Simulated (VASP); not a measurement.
**Ir: relaxation of cell and atoms with PBE**

Ir:

```
CELL_PARAMETERS angstrom
2.29922 0.00000 0.00000
0.00000 2.29922 0.00000
0.00000 0.00000 2.29922
ATOMIC_POSITIONS crystal
Ir 0.00000 0.00000 0.00000
```

| Item | Value |
| --- | --- |
| Program | VASP 6.6.1 |
| Task | relaxation of cell and atoms |
| Functional | PBE |
| Potentials or basis | VASP PAW PBE potentials, release 64 (Ir) |
| Cutoff | 600 eV |
| k mesh | 16 × 16 × 16 |
| Occupations | fermi-dirac, width 0.08 eV |
| Spin | no spin polarisation |
| Target pressure | 140 GPa |
| Dipole correction | no |
| Further INCAR settings | ALGO = Normal; EDIFF = 1e-07; IBRION = 2; EDIFFG = -0.005; NSW = 60; ISIF = 3 |

- Relaxed volume: 12.79 Å³/atom
- Relaxed cell: a = 2.339 Å, b = 2.339 Å, c = 2.339 Å, α = 90.00°, β = 90.00°, γ = 90.00°
- Space group after relaxing (to 0.05 Å): Pm-3m (No. 221)
- Energy change on relaxing (the enthalpy is what falls): -647.9 meV/atom
- Ionic steps: 16
- Pressure after relaxing: 140.1 GPa

Step by step:
| step | energy change (eV) | largest force (eV/Å) | pressure (GPa) | volume (Å³) |
| --- | --- | --- | --- | --- |
| 1 | 0.0000 | 0.0000 | 186.06 | 12.15 |
| 2 | -1.8564 | 0.0000 | -22.94 | 19.40 |
| 3 | -0.7927 | 0.0000 | 129.37 | 12.97 |
| 4 | -0.6558 | 0.0000 | 139.47 | 12.80 |
| 5 | -0.6443 | 0.0000 | 140.31 | 12.79 |
| 6 | -0.6445 | 0.0000 | 140.30 | 12.79 |
| 7 | -0.6452 | 0.0000 | 140.24 | 12.79 |
| 8 | -0.6452 | 0.0000 | 140.24 | 12.79 |
| 9 | -0.6452 | 0.0000 | 140.24 | 12.79 |
| 10 | -0.6452 | 0.0000 | 140.24 | 12.79 |
| 11 | -0.6453 | 0.0000 | 140.24 | 12.79 |
| 12 | -0.6454 | 0.0000 | 140.24 | 12.79 |
| 13 | -0.6455 | 0.0000 | 140.23 | 12.79 |
| 14 | -0.6459 | 0.0000 | 140.21 | 12.79 |
| 15 | -0.6465 | 0.0000 | 140.14 | 12.79 |
| 16 | -0.6479 | 0.0000 | 140.05 | 12.79 |

Final structure:
```
CELL_PARAMETERS angstrom
2.33890 0.00000 0.00000
0.00000 2.33890 0.00000
0.00000 0.00000 2.33890
ATOMIC_POSITIONS crystal
Ir 0.00000 0.00000 0.00000
```

Levels at points of the mesh, in eV from the Fermi level:
```tsv
k point	band 1	band 2	band 3	band 4	band 5	band 6	band 7	band 8
(0.00, 0.00, 0.00)	-11.87	-8.81	-8.81	2.09	2.09	2.09	17.50	17.50
(0.50, 0.00, 0.00)	-8.30	-7.71	-2.34	-2.34	-1.98	2.56	8.70	16.28
(0.50, 0.50, 0.00)	-9.80	-6.60	-1.47	-1.47	5.08	5.08	5.28	16.40
(0.50, 0.50, 0.50)	-7.94	-7.94	-7.94	5.61	5.61	7.81	13.90	13.90
```

It took 58 s on 1 thread of Intel Xeon 6975P-C (shared host), peak memory 0.15 GiB.

Caveat: the cell is relaxed towards a set pressure, so the enthalpy falls and the energy may rise; spin-orbit coupling is left out, which moves the levels of the heavy elements.
